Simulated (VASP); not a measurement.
A run of VASP 6.6.1:

File POSCAR:

```
Pb
1.0
    0.0000000000      2.5209979029      2.5209979029
    2.5209979029      0.0000000000      2.5209979029
    2.5209979029      2.5209979029      0.0000000000
Pb
1
Direct
    0.0000000000      0.0000000000      0.0000000000
```

INCAR.step1

```
SYSTEM = Pb
PREC = Accurate
ENCUT = 520
ISMEAR = 0
SIGMA = 0.1
LREAL = .False.
LASPH = .True.
NELM = 60
NBANDS = 13
GGA = PE
ALGO = Normal
EDIFF = 1E-4
LWAVE = .True.
LCHARG = .False.
```

INCAR.step2

```
SYSTEM = Pb
PREC = Accurate
ENCUT = 520
EDIFF = 1E-7
ISMEAR = 0
SIGMA = 0.1
LREAL = .False.
LASPH = .True.
NELM = 60
ALGO = Normal
ISIF = 2
LWAVE = .False.
LCHARG = .False.
METAGGA = R2SCAN
LMIXTAU = .True.
NBANDS = 13
ISTART = 1
```

The input KPOINTS:

```
Automatic mesh
0
Gamma
  14 14 14
  0 0 0
```

Potentials or basis: VASP PAW PBE potentials, release 64 (Pb_d).

Run with:

```sh
$ cat potpaw_PBE.64/Pb_d/POTCAR > POTCAR
$ cp INCAR.step1 INCAR
$ mpirun -np 1 vasp_std > vasp.out
$ cp INCAR.step2 INCAR
$ mpirun -np 1 vasp_std > vasp.out
```

Hardware: 1 thread of AMD EPYC 9R45 (Zen 5), with other jobs on the host.

Problem. Estimate the wall time of this run.

Solution. Wall time 100 s on 1 thread of AMD EPYC 9R45 (Zen 5) (shared host), peak memory 0.16 GiB. Counts: k points 104.
